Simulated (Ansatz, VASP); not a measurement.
## Two plane-wave programs on Ir

Contents of INCAR:

```
SYSTEM = Ir
ALGO = Fast
EDIFF = 1E-6
EDIFFG = -0.05
ENCUT = 600
GGA = PE
IBRION = 2
ISIF = 3
ISMEAR = 0
IVDW = 12
LASPH = .TRUE.
LCHARG = .FALSE.
LREAL = .FALSE.
LWAVE = .FALSE.
NELM = 100
NSW = 100
PREC = Accurate
SIGMA = 0.1
```

Contents of KPOINTS:

```
k-points
0
G
  9 9 4
  0 0 0
```

The input POSCAR:

```
Ir
1.0
    2.7513778946      0.0000000000      0.0000000000
   -1.3756889473      2.3827631521      0.0000000000
    0.0000000000      0.0000000000      4.4622900000
Ir
2
Direct
    0.6666666700      0.3333333300      0.7500000000
    0.3333333300      0.6666666700      0.2500000000
```

Input for Ansatz:

```yaml
crystal:
  lattice:
    - [2.7513778946, 0.0, 0.0]
    - [-1.3756889473, 2.3827631521, 0.0]
    - [0.0, 0.0, 4.46229]
  atoms:
    - { symbol: Ir, position: [0.66666667, 0.33333333, 0.75] }
    - { symbol: Ir, position: [0.33333333, 0.66666667, 0.25] }
basis:
  ecutwfc: 420
kpoints:
  mp_grid: { grid: [9, 9, 4] }
hamiltonian:
  xc: pbe
  dispersion: d3bj
scf:
  occupations: { method: gaussian, width: 0.1 }
output:
  forces: true
  stress: true
  eigenvalues: true
relax:
  adjacent_minimum: "off"
  f_tol: 0.05
  max_steps: 80
  cell: { stress_tol: 0.5 }
```

Alike in both runs: task relaxation of cell and atoms; functional PBE; dispersion D3(BJ); k mesh 9 × 9 × 4; occupations gaussian, width 0.1 eV; no spin polarisation.

|  | VASP | Ansatz |
| --- | --- | --- |
| version | VASP 6.6.1 | Ansatz 0.2.0 |
| potentials or method | VASP PAW PBE potentials, release 64 (Ir), cutoff 600 eV | scalar-relativistic, plane waves, PAW |
| valence electrons in the cell | 18 | 34 |

VASP gave:

| Item | Value |
| --- | --- |
| gap on the k mesh at the Fermi level, each at its own relaxed structure (eV) | none |
| relaxed volume (Å³/atom) | 14.24 |
| relaxed cell length with the largest relative difference (Å) | 2.727 |

Estimate Ansatz's values.

gap on the k mesh at the Fermi level, each at its own relaxed structure (eV): none; relaxed volume (Å³/atom): 14.20; relaxed cell length with the largest relative difference (Å): 2.724.

A gap of «none» marks a metal or a gap that the smearing closes. VASP's potentials hold 18 valence electrons a cell and Ansatz's 34, so a difference there can come from the potentials and not from the codes.

Spin-orbit coupling is off throughout.
